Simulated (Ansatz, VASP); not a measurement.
## Two plane-wave programs on ScAl3

```
Sc Al
1.0
     4.39700    0.00000    0.00000
     0.00000    4.39700    0.00000
     0.00000    0.00000    4.23415
Sc Al
1 3
Direct
  0.00000 0.00000 0.00000
  0.50000 0.00000 0.50000
  0.00000 0.50000 0.50000
  0.50000 0.50000 0.00000
```

Change from the starting cell: strain +0.080 along x and y, +0.040 along z, atoms carried along.

Alike in both runs: task single point; functional PBEsol; k mesh 12 × 12 × 12; occupations gaussian, width 0.15 eV; no spin polarisation.

|  | VASP | Ansatz |
| --- | --- | --- |
| version | VASP 6.6.1 | Ansatz 0.2.0 |
| potentials or method | VASP PAW PBE potentials, release 64 (Sc_sv, Al), cutoff 520 eV | scalar-relativistic, plane waves, PAW |
| valence electrons in the cell | 20 | 20 |

```csv
,VASP,Ansatz,Ansatz less VASP
gap on the k mesh at the Fermi level (eV),none,none,-
pressure (GPa),-11.6,-11.6,-0.04
"traceless stress, the component that is largest in VASP (GPa)",2.15,2.15,-0.007
```

VASP's potentials were made for PBE, not for PBEsol. A gap of «none» marks a metal or a gap that the smearing closes.
